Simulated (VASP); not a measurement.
# MoS2 (C2/c) in VASP: single point with PBE+D3(BJ)

Aim: the single point of MoS2 with PBE+D3(BJ).

Program: VASP 6.6.1. These are calculated values, not measurements. Logs are shortened: lines on timing, memory, paths and dates and some standing lists are left out, and cuts for length are marked.

### 1 The cell of the first run

It takes space group C2/c (No. 15, monoclinic). The conventional cell has a = 3.149 Å, b = 5.455 Å, c = 12.114 Å, α = 90.00°, β = 93.43°, γ = 90.00°. Mo (site symmetry 2) has 6 S at 2.40 Å and 6 Mo at 3.15 Å within 3.2 Å. S (site symmetry 1) has 3 Mo at 2.40 Å and 9 S at 3.13 to 3.40 Å within 3.4 Å.

### 2 Single point, PBE+D3(BJ)

Contents of INCAR:

```
  PREC = Accurate
  ENCUT = 520
  EDIFF = 1E-6
  ISMEAR = 0
  SIGMA = 0.02
  LREAL = F
  LASPH = T
  NELM = 80
  ALGO = Normal
  ISIF = 2
  LWAVE = F
  LCHARG = F
  GGA = PE
  IVDW = 12
  NBANDS = 35
```

Contents of KPOINTS:

```
regular mesh
0
Gamma
  12 12 4
```

Contents of POSCAR:

```
MoS2
1.0
    3.1492399692      0.0000000000      0.0000000000
   -1.5746199846      2.7273218159      0.0000000000
    0.7255486066      0.0000000000     12.0924767773
Mo S
2 4
Direct
    0.6772523237      0.3545046473      0.2500000000
    0.3227476763      0.6454953527      0.7500000000
    0.3154256668      0.6879473011      0.3793951441
    0.6274783658      0.3120526989      0.8793951441
    0.3725216342      0.6879473011      0.1206048559
    0.6845743332      0.3120526989      0.6206048559
```

Potentials or basis: VASP PAW PBE potentials, release 64 (Mo_sv, S).

Command:

```
> cat potpaw_PBE.64/Mo_sv/POTCAR potpaw_PBE.64/S/POTCAR > POTCAR
> mpirun -np 1 vasp_std > vasp.out
```

OUTCAR:

```text
PREC = Accurate
   ENCUT = 520
   EDIFF = 1E-6
   ISMEAR = 0
   LREAL = F
   LASPH = T
   NELM = 80
   ISIF = 2
   GGA = PE
   IVDW = 12
 IVDW          = 12

 ion  position               nearest neighbor table
   1  0.677  0.355  0.250-   5 2.40   3 2.40   3 2.40   5 2.40   3 2.40   5 2.40
   2  0.323  0.645  0.750-   4 2.40   6 2.40   6 2.40   4 2.40   6 2.40   4 2.40
   3  0.315  0.688  0.379-   1 2.40   1 2.40   1 2.40
   4  0.627  0.312  0.879-   2 2.40   2 2.40   2 2.40
   5  0.373  0.688  0.121-   1 2.40   1 2.40   1 2.40
   6  0.685  0.312  0.621-   2 2.40   2 2.40   2 2.40

  LATTYP: Found a base centered monoclinic cell.
 ALAT       =     3.1492399692
 B/A-ratio  =     1.7320508075
 C/A-ratio  =     3.8467134291
 COS(beta)  =    -0.0598922907

  Lattice vectors:

 A1 = (  -1.5746199846,   2.7273218159,   0.0000000000)
 A2 = (  -1.5746199846,  -2.7273218159,   0.0000000000)
 A3 = (   0.7255486066,   0.0000000000,  12.0924767773)

Analysis of symmetry for initial positions (statically):
=====================================================================
 Subroutine PRICEL returns:
 Original cell was already a primitive cell.

 Routine SETGRP: Setting up the symmetry group for a
 base centered monoclinic supercell.

 Subroutine GETGRP returns: Found  4 space group operations
 (whereof  2 operations were pure point group operations)
 out of a pool of  4 trial point group operations.

The static configuration has the point symmetry S_2 .
 The point group associated with its full space group is C_2h.

Analysis of symmetry for dynamics (positions and initial velocities):
=====================================================================
 Subroutine PRICEL returns:
 Original cell was already a primitive cell.

 Routine SETGRP: Setting up the symmetry group for a
 base centered monoclinic supercell.

 Subroutine GETGRP returns: Found  4 space group operations
 (whereof  2 operations were pure point group operations)
 out of a pool of  4 trial point group operations.

The dynamic configuration has the point symmetry S_2 .
 The point group associated with its full space group is C_2h.

 Subroutine INISYM returns: Found  4 space group operations
 (whereof  2 operations are pure point group operations),
 and found     1 'primitive' translations

----------------------------------------------------------------------------------------

                                     Primitive cell

  volume of cell :     103.8622

  direct lattice vectors                    reciprocal lattice vectors
     3.149239969  0.000000000  0.000000000     0.317536933  0.183330034 -0.019052216
    -1.574619985  2.727321816  0.000000000     0.000000000  0.366660067  0.000000000
     0.725548607  0.000000000 12.092476777     0.000000000  0.000000000  0.082696045

  length of vectors
     3.149239969  3.149239969 12.114223681     0.367154725  0.366660067  0.082696045

  position of ions in fractional coordinates (direct lattice)
     0.677252324  0.354504647  0.250000000
     0.322747676  0.645495353  0.750000000
     0.315425667  0.687947301  0.379395144
     0.627478366  0.312052699  0.879395144
     0.372521634  0.687947301  0.120604856
     0.684574333  0.312052699  0.620604856

  ion indices of the primitive-cell ions
   primitive index   ion index
                 1           1
                 2           2
                 3           3
                 4           4
                 5           5
                 6           6

----------------------------------------------------------------------------------------

 KPOINTS: regular mesh

Automatic generation of k-mesh.
 Grid dimensions read from file:
 generate k-points for:   12   12    4

 Generating k-lattice:

  Cartesian coordinates                     Fractional coordinates (reciprocal lattice)
     0.026461411  0.015277503 -0.001587685     0.083333333  0.000000000  0.000000000
     0.000000000  0.030555006  0.000000000     0.000000000  0.083333333  0.000000000
     0.000000000  0.000000000  0.020674011     0.000000000  0.000000000  0.250000000

  Length of vectors
     0.030596227  0.030555006  0.020674011

  Shift w.r.t. Gamma in fractional coordinates (k-lattice)
     0.000000000  0.000000000  0.000000000

 Subroutine IBZKPT returns following result:
 ===========================================

 Found    164 irreducible k-points:

 Following reciprocal coordinates:
            Coordinates               Weight
  0.000000  0.000000  0.000000      1.000000
  0.083333 -0.000000  0.000000      4.000000
  0.166667  0.000000  0.000000      4.000000
  0.250000  0.000000 -0.000000      4.000000
  0.333333  0.000000 -0.000000      4.000000
  0.416667 -0.000000 -0.000000      4.000000
[... 16 lines left out ...]
  0.333333  0.166667 -0.000000      4.000000
  0.416667  0.166667 -0.000000      4.000000
 [... further k-points ...]
   k-points           NKPTS =    164   k-points in BZ     NKDIM =    164   number of bands    NBANDS=     35
   number of dos      NEDOS =    301   number of ions     NIONS =      6
   total plane-waves  NPLWV =  51840
   dimension x,y,z NGX =    24 NGY =   24 NGZ =   90
   dimension x,y,z NGXF=    48 NGYF=   48 NGZF=  180
   ions per type =               2   4
   NGX,Y,Z   is equivalent  to a cutoff of  12.67, 12.67, 12.35 a.u.
   NGXF,Y,Z  is equivalent  to a cutoff of  25.34, 25.34, 24.70 a.u.
 SYSTEM =  unknown system
   PREC   = accura    normal or accurate (medium, high low for compatibility)
   ISTART =      0    job   : 0-new  1-cont  2-samecut
   ICHARG =      2    charge: 1-file 2-atom 10-const
   ISPIN  =      1    spin polarized calculation?
   LNONCOLLINEAR =      F non collinear calculations
   LSORBIT =      F    spin-orbit coupling
   LASPH  =      T    aspherical Exc in radial PAW
   ENCUT  =  520.0 eV  38.22 Ry    6.18 a.u.   5.86  5.86 22.52*2*pi/ulx,y,z
   NELM   =     80;   NELMIN=  2; NELMDL= -5     # of ELM steps
   EDIFF  = 0.1E-05   stopping-criterion for ELM
   LREAL  =      F    real-space projection
   EDIFFG = 0.1E-04   stopping-criterion for IOM
   NSW    =      0    number of steps for IOM
   IBRION =     -1    ionic relax: 0-MD 1-quasi-New 2-CG
   NFREE  =      0    steps in history (QN), initial steepest desc. (CG)
   ISIF   =      2    stress and relaxation
   ISYM   =      2    0-nonsym 1-usesym 2-fastsym
   POTIM  = 0.5000    time-step for ionic-motion
   TEBEG  =    0.0;   TEEND  =   0.0 temperature during run
   PSTRESS=    0.0 pullay stress
   NELECT =      52.0000    total number of electrons
   NUPDOWN=      -1.0000    fix difference up-down
   EMIN   =  10.00;   EMAX   =-10.00  energy-range for DOS
   EFERMI =   0.00;   METHOD = LEGACY
   ISMEAR =     0;   SIGMA  =   0.02  broadening in eV -4-tet -1-fermi 0-gaus
   EFERMI_NEDOS =   21; number of points for ismear=-14 and -15
   IALGO  =     38    algorithm
   IMIX   =      4    mixing-type and parameters
     AMIX     =   0.40;   BMIX     =  1.00
     AMIX_MAG =   1.60;   BMIX_MAG =  1.00
  volume/ion in A,a.u.               =      17.31       116.82
  Fermi-wavevector in a.u.,A,eV,Ry     =   1.299941  2.456531 22.991742  1.689845
  Thomas-Fermi vector in A             =   2.431172
   LORBIT       =      0    0 simple, 1 ext, 2 COOP (PROOUT), +10 PAW based schemes
   GGA     = PE    functional components
   LHFCALC =     F    Hartree Fock is set to
   AEXX    =    0.0000 exact exchange contribution
   IVDW    =    12    specifies the selected vdW correction
   LEPSILON=     F    determine dielectric tensor
   LRPA    =     F    only Hartree local field effects (RPA)
 non-spin polarized calculation
 Gauss-broadening in eV      SIGMA  =   0.02
  energy-cutoff  :      520.00
  volume of cell :      103.86
 maximum number of plane-waves:      2819
   NGX = 11   NGY = 11   NGZ = 45

 number of electron      52.0000000 magnetization

 Free energy of the ion-electron system (eV)
  ---------------------------------------------------
  ext. energy  EPLUGINS =         0.00000000
  ---------------------------------------------------
  free energy    TOTEN  =       -43.52485013 eV

  energy without entropy =      -43.52485013  energy(sigma->0) =      -43.52485013

 E-fermi :   8.2501     XC(G=0): -11.0100

 val. band max:        7.9641340893   @ k =   0.0000   0.0000   0.0000
 cond. band min:       8.7606398102   @ k =   0.1667   0.1667   0.0000
 fundamental gap:      0.7965057209
 Fermi energy:         8.2500754316

 k-point     1 :       0.0000    0.0000    0.0000
  band No.  band energies     occupation
      1     -53.5889      2.00000
      2     -53.5889      2.00000
      3     -27.7541      2.00000
      4     -27.7540      2.00000
      5     -27.5114      2.00000
      6     -27.5114      2.00000
[... 27 lines left out ...]
     34      10.4192      0.00000
     35      13.5815      0.00000

 k-point     2 :       0.0833   -0.0000    0.0000
  band No.  band energies     occupation
      1     -53.5860      2.00000
      2     -53.5860      2.00000
      3     -27.7485      2.00000
      4     -27.7484      2.00000
      5     -27.5399      2.00000
      6     -27.5399      2.00000
[... 27 lines left out ...]
     34      10.3256      0.00000
     35      14.0805      0.00000

 k-point     3 :       0.1667    0.0000    0.0000
  band No.  band energies     occupation
      1     -53.5781      2.00000
      2     -53.5781      2.00000
      3     -27.7332      2.00000
      4     -27.7331      2.00000
      5     -27.6172      2.00000
      6     -27.6172      2.00000
[... 27 lines left out ...]
     34      10.7478      0.00000
     35      15.1163      0.00000
[... 723 lines left out ...]
 k-point    23 :       0.3333    0.1667   -0.0000
  band No.  band energies     occupation
      1     -53.5457      2.00000
      2     -53.5457      2.00000
      3     -27.8731      2.00000
      4     -27.8731      2.00000
      5     -27.6699      2.00000
      6     -27.6699      2.00000
[... 27 lines left out ...]
     34      12.2129      0.00000
     35      14.0740      0.00000

 k-point    24 :       0.4167    0.1667   -0.0000
  band No.  band energies     occupation
      1     -53.5432      2.00000
      2     -53.5432      2.00000
      3     -27.8910      2.00000
      4     -27.8910      2.00000
      5     -27.6719      2.00000
      6     -27.6719      2.00000
[... 27 lines left out ...]
     34      12.2093      0.00000
     35      13.7637      0.00000

 [... further k-points ...]

------------------------ aborting loop because EDIFF is reached ----------------------------------------

 Edisp (eV)   -2.62457

 E8    (eV) :    -1.0583

  FORCE on cell =-STRESS in cart. coord.  units (eV):
  Direction    XX          YY          ZZ          XY          YZ          ZX
  --------------------------------------------------------------------------------------
  -------------------------------------------------------------------------------------
  Total      -0.05002     0.06621     0.15316     0.00000     0.00000    -0.59241
  in kB      -0.77162     1.02130     2.36258     0.00000     0.00000    -9.13853
  external pressure =        0.87 kB  Pullay stress =        0.00 kB

 VOLUME and BASIS-vectors are now :
 -----------------------------------------------------------------------------
  energy-cutoff  :      520.00
  volume of cell :      103.86
      direct lattice vectors                 reciprocal lattice vectors
     3.149239969  0.000000000  0.000000000     0.317536933  0.183330034 -0.019052216
    -1.574619985  2.727321816  0.000000000     0.000000000  0.366660067  0.000000000
     0.725548607  0.000000000 12.092476777     0.000000000  0.000000000  0.082696045

 POSITION                                       TOTAL-FORCE (eV/Angst)
 -----------------------------------------------------------------------------------
      1.75601      0.96685      3.02312        -0.000000     -0.003679      0.000000
      0.54416      1.76047      9.06936         0.000000      0.003679      0.000000
      0.18537      1.87625      4.58783         0.000106     -0.000209     -0.014168
      2.12276      0.85107     10.63407         0.000106      0.000209     -0.014168
      0.17741      1.87625      1.45841        -0.000106     -0.000209      0.014168
      2.11480      0.85107      7.50465        -0.000106      0.000209      0.014168
 -----------------------------------------------------------------------------------
    total drift:                               -0.000000      0.000000     -0.000000

  FREE ENERGIE OF THE ION-ELECTRON SYSTEM (eV)
  ---------------------------------------------------
  free  energy   TOTEN  =       -46.1494165066 eV

  energy  without entropy=      -46.1494165066  energy(sigma->0) =      -46.14941651
```

Wall time 4.5 min (1 thread of Intel Xeon Platinum 8488C (Sapphire Rapids), shared host); peak memory 0.56 GiB.

What came out:

- Free energy: -46.1494 eV
- Pressure: 0.1 GPa
- Largest force: 0.014 eV/Å
- Band gap on the k mesh: 0.80 eV (least direct gap 1.71 eV)
- Dispersion energy per atom: -0.437 eV

Forces in eV/Å, atoms in the order of the input:
```
Mo   0.000 -0.004  0.000
Mo   0.000  0.004  0.000
S    0.000  0.000 -0.014
S    0.000  0.000 -0.014
S    0.000  0.000  0.014
S    0.000  0.000  0.014
```

Stress tensor (GPa, compression positive):
```
-0.08  0.00 -0.91
 0.00  0.10  0.00
-0.91  0.00  0.24
```
